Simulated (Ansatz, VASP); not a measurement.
Two plane-wave programs on Au3C

The input INCAR:

```
SYSTEM = Au3C
ALGO = Normal
DIPOL = 0.5 0.5 0.340
EDIFF = 1E-7
ENCUT = 520
GGA = PE
IDIPOL = 3
ISIF = 2
ISMEAR = 0
LASPH = .True.
LCHARG = .False.
LDIPOL = .True.
LREAL = .False.
LWAVE = .False.
NBANDS = 26
NELM = 100
PREC = Accurate
SIGMA = 0.1
```

File KPOINTS:

```
k-points
0
Gamma
  9 9 1
  0 0 0
```

Contents of POSCAR:

```
Au3C
1.0
    2.9402049748      0.0000000000      0.0000000000
   -1.4701024874      2.5462922005      0.0000000000
    0.0000000000      0.0000000000     21.8974947720
Au C
3 1
Direct
    0.6666666667      0.3333333333      0.1826692981
    0.3333333333      0.6666666667      0.2945190844
    0.0000000000      0.0000000000      0.4063247812
    0.4444444444     -0.4444444444      0.4771091342
```

Input for Ansatz:

```yaml
crystal:
  lattice:
    - [2.9402049748, 0.0, 0.0]
    - [-1.4701024874, 2.5462922005, 0.0]
    - [0.0, 0.0, 21.897494772]
  atoms:
    - { symbol: Au, position: [0.6666666667, 0.3333333333, 0.1826692981] }
    - { symbol: Au, position: [0.3333333333, 0.6666666667, 0.2945190844] }
    - { symbol: Au, position: [0.0, 0.0, 0.4063247812] }
    - { symbol: C, position: [0.4444444444, -0.4444444444, 0.4771091342] }
basis:
  ecutwfc: 420
kpoints:
  mp_grid: { grid: [9, 9, 1] }
hamiltonian:
  xc: pbe
scf:
  occupations: { method: gaussian, width: 0.1 }
output:
  forces: true
  eigenvalues: true
efield:
  axis: 3
  dipole_correction: true
  ramp_width: 0.04
```

Alike in both runs: task single point; functional PBE; k mesh 9 × 9 × 1; occupations gaussian, width 0.1 eV; no spin polarisation.

|  | VASP | Ansatz |
| --- | --- | --- |
| version | VASP 6.6.1 | Ansatz 0.2.0 |
| potentials or method | VASP PAW PBE potentials, release 64 (Au, C), cutoff 520 eV | scalar-relativistic, plane waves, PAW |
| valence electrons in the cell | 37 | 61 |

```csv
,VASP,Ansatz,Ansatz less VASP
gap on the k mesh at the Fermi level (eV),none,none,-
rms of the force components (eV/Å),0.321,0.327,+0.0061
```

Atom by atom the forces differ by 0.007 eV/Å (rms over components). A gap of «none» marks a metal or a gap that the smearing closes. VASP's potentials hold 37 valence electrons a cell and Ansatz's 61, so a difference there can come from the potentials and not from the codes.

Spin-orbit coupling is off throughout.
